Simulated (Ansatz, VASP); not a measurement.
**GaAs in VASP and in Ansatz**

Contents of POSCAR:

```
GaAs
1.0
    0.0000000000      2.8845515652      2.8845515652
    2.8845515652      0.0000000000      2.8845515652
    2.8845515652      2.8845515652      0.0000000000
Ga As
1 1
Direct
    0.0000000000      0.0000000000      0.0000000000
    0.2500000000      0.2500000000      0.2500000000
```

Contents of INCAR.step1:

```
SYSTEM = GaAs
PREC = Accurate ; ENCUT = 520
EDIFF = 1E-5 ; ISMEAR = -1
SIGMA = 0.05 ; LREAL = .FALSE.
LASPH = .TRUE. ; NELM = 100
ALGO = Normal ; ISIF = 2
LWAVE = .TRUE. ; LCHARG = .FALSE.
NBANDS = 16 ; GGA = PE
```

Contents of INCAR.step2:

```
SYSTEM = GaAs
PREC = Accurate ; ENCUT = 520
EDIFF = 1E-6 ; ISMEAR = -1
SIGMA = 0.05 ; LREAL = .FALSE.
LASPH = .TRUE. ; NELM = 100
ALGO = Normal ; ISIF = 2
LWAVE = .FALSE. ; LCHARG = .FALSE.
GGA = PE ; LHFCALC = .TRUE.
HFSCREEN = 0.2079 ; PRECFOCK = Normal
NBANDS = 16 ; ISTART = 1
```

File KPOINTS:

```
Automatic mesh
0
G
  4 4 4
  0 0 0
```

Input for Ansatz:

```yaml
crystal:
  lattice:
    - [0.0, 2.884551565184, 2.884551565184]
    - [2.884551565184, 0.0, 2.884551565184]
    - [2.884551565184, 2.884551565184, 0.0]
  atoms:
    - { symbol: Ga, position: [0.0, 0.0, 0.0] }
    - { symbol: As, position: [0.25, 0.25, 0.25] }
kpoints:
  mp_grid: { grid: [4, 4, 4] }
hamiltonian:
  xc: hse06
  pseudopotentials:
    kind: all_electron
    relativity: scalar
    datasets: crystal
    dataset_attempts: all
    nuclear_model: point
scf:
  occupations: { method: fermi_dirac, width: 0.05 }
  convergence: { dr2_threshold: "1e-9 eV" }
  max_iter: 400
  exx: { singularity: regularized }
  lower_state_search: "off"
output:
  forces: true
  stress: true
```

Alike in both runs: task single point; functional HSE06; k mesh 4 × 4 × 4; occupations fermi-dirac, width 0.05 eV; no spin polarisation.

|  | VASP | Ansatz |
| --- | --- | --- |
| version | VASP 6.6.1 | Ansatz 0.2.0 development build |
| potentials or method | VASP PAW PBE potentials, release 64 (Ga_d, As), cutoff 520 eV | plane waves, all-electron PAW datasets generated for the crystal |

|  | VASP | Ansatz | Ansatz less VASP |
| --- | --- | --- | --- |
| gap on the k mesh at the Fermi level (eV) | 0.96 | 0.98 | +0.020 |

Ansatz ran all-electron here, and VASP with PAW potentials. Ansatz's warnings: printed levels off.

The k mesh is coarse, so the values compare programs but aren't converged.
